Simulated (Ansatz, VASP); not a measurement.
# Two plane-wave programs on Au

```
Au
1.0
     5.15569    0.00000   -0.10892
     0.00000    4.90738    0.00000
    -2.42031    0.00000    4.34055
Au
6
Direct
  0.00000 0.00000 0.00000
  0.00000 0.50000 0.50000
  0.33266 0.50021 0.16605
  0.66734 0.00021 0.33395
  0.66734 0.49979 0.83395
  0.33266 0.99979 0.66605
```

Alike in both runs: functional PBE; k mesh 4 × 4 × 4; occupations gaussian, width 0.1 eV; no spin polarisation.

Ansatz relaxed the structure, and its values are those at the end. VASP's run is a single point on that final structure, the one shown.

|  | VASP | Ansatz |
| --- | --- | --- |
| version | VASP 6.6.1 | Ansatz 0.2.0 |
| potentials or method | VASP PAW PBE potentials, release 64 (Au), cutoff 520 eV | scalar-relativistic, plane waves, PAW |
| valence electrons in the cell | 66 | 114 |

```tsv
	VASP	Ansatz	Ansatz less VASP
gap on the k mesh at the Fermi level (eV)	none	none	-
pressure (GPa)	-0.3	0.0	+0.20
rms of the force components (eV/Å)	0.016	0.016	+0.0002
```

A gap of «none» marks a metal or a gap that the smearing closes. VASP's potentials hold 66 valence electrons a cell and Ansatz's 114, so a difference there can come from the potentials and not from the codes.

The k mesh is coarse, so the values compare programs but aren't converged. Neither program's run includes spin-orbit coupling.
